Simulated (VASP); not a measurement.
Wanted: the native input for a VASP 6.6.1 run.

* Task: single point
* Functional: BLYP
* Dispersion: D3(BJ)
* Potentials or basis: VASP PAW PBE potentials, release 64 (Ti_sv, Te)
* Cutoff: 520 eV
* k mesh: 8 × 8 × 4
* Occupations: gaussian, width 0.05 eV
* Spin: no spin polarisation
* Dipole correction: no
* Further INCAR settings: ALGO = Normal; EDIFF = 1e-06; NBANDS = 19

The structure of TiTe2 lies in POSCAR:

```
TiTe2
1.0
    3.7479794115      0.0000000000      0.0000000000
   -1.8739897057      3.2458453832      0.0000000000
    0.0000000000      0.0000000000      6.2823280631
Ti Te
1 2
Direct
    0.0000000000      0.0000000000      0.0000000000
    0.3333333333      0.6666666667      0.2705878949
    0.6666666667      0.3333333333      0.7294121051
```

The input as run:

INCAR

```
SYSTEM = TiTe2
PREC     = Accurate       ! precision mode
ENCUT    = 520            ! plane-wave cutoff, eV
EDIFF    = 1E-6           ! SCF threshold, eV
ISMEAR   = 0              ! smearing method
SIGMA    = 0.05           ! smearing width, eV
LREAL    = .False.        ! projectors in reciprocal space
LASPH    = .True.         ! aspherical terms in the spheres
NELM     = 100            ! most SCF steps
ALGO     = Normal         ! electronic algorithm
ISIF     = 2              ! what is computed and relaxed
LWAVE    = .False.        ! write WAVECAR
LCHARG   = .True.         ! write CHGCAR
GGA      = B5             ! functional
ALDAX    = 1.0          
AGGAX    = 1.0          
AGGAC    = 1.0          
ALDAC    = 0.0          
IVDW     = 12             ! dispersion correction
VDW_S6   = 1.0          
VDW_S8   = 2.6996       
VDW_A1   = 0.4298       
VDW_A2   = 4.2359       
LELF     = .True.         ! ELF
LVHAR    = .True.       
NBANDS   = 19             ! bands
```

KPOINTS

```
Automatic mesh
0
Gamma
  8 8 4
  0 0 0
```

Potentials or basis: VASP PAW PBE potentials, release 64 (Ti_sv, Te).

Run with:

```bash
$ cat potpaw_PBE.64/Ti_sv/POTCAR potpaw_PBE.64/Te/POTCAR > POTCAR
$ mpirun -np 1 vasp_std > vasp.out
```

It gave:

```json
{
  "Pressure": "0.2 GPa",
  "Largest force": "0.041 eV/Å",
  "Band gap on the k mesh": "zero (band 12 reaches 8.26 eV, above the bottom of band 13 at 7.61 eV)",
  "Dispersion energy per atom": "-1.215 eV"
}
```

Caveat: the PAW data sets were made with another functional, which shifts forces and pressure a little; spin-orbit coupling is left out, which moves the levels of the heavy elements.

It took 54 s on 1 thread of AMD EPYC 9R45 96-Core Processor (Zen 5) (shared host), peak memory 0.19 GiB.
